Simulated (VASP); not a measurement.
NaH:

```
Na H
1.0
     0.00000    2.39751    2.39751
     2.39751    0.00000    2.39751
     2.39751    2.39751    0.00000
Na H
1 1
Direct
  0.00000 0.00000 0.00000
  0.50000 0.50000 0.50000
```

Program: VASP 6.6.1. Alike in all runs: task single point; no spin polarisation; cell as given; cutoff (eV) 520; smearing gaussian 0.01 eV. Hardware: 1 thread of Intel Xeon 6975P-C, on a shared host.

Question: Order these runs on this cell by their wall time, lowest first.
A. level LDA; potentials or basis VASP PAW LDA potentials, release 64 (Na_pv, H); k mesh 4 × 4 × 4
B. level HSE06; potentials or basis VASP PAW PBE potentials, release 64 (Na_pv, H); k mesh 4 × 4 × 4; grid for exact exchange (PRECFOCK) Normal; screening parameter 0.2079 1/Å
C. level PBE; potentials or basis VASP PAW PBE potentials, release 64 (Na_pv, H); k mesh 8 × 8 × 8

Answer: A (2.4 s), C (7.6 s), B (46 s).

Caveats: some runs use coarse meshes.
